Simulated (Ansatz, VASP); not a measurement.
Si3Ag: VASP beside Ansatz

```
Si Ag
1.0
    -2.57220    2.57220    2.57220
     2.57220   -2.57220    2.57220
     2.57220    2.57220   -2.57220
Si Ag
3 1
Direct
  0.00000 0.50000 0.50000
  0.50000 0.00000 0.50000
  0.50000 0.50000 0.00000
  0.00000 0.00000 0.00000
```

Alike in both runs: functional PBE; k mesh 6 × 6 × 6; occupations gaussian, width 0.1 eV; no spin polarisation.

Ansatz relaxed the structure, and its values are those at the end. VASP's run is a single point on that final structure, the one shown.

```csv
,VASP,Ansatz
version,VASP 6.6.1,Ansatz 0.2.0
potentials or method,"VASP PAW PBE potentials, release 64 (Si, Ag), cutoff 520 eV","scalar-relativistic, plane waves, PAW"
valence electrons in the cell,23,31
```

```csv
,VASP,Ansatz,Ansatz less VASP
gap on the k mesh at the Fermi level (eV),none,none,-
pressure (GPa),0.2,0.2,+0.07
```

A gap of «none» marks a metal or a gap that the smearing closes. VASP's potentials hold 23 valence electrons a cell and Ansatz's 31, so a difference there can come from the potentials and not from the codes.
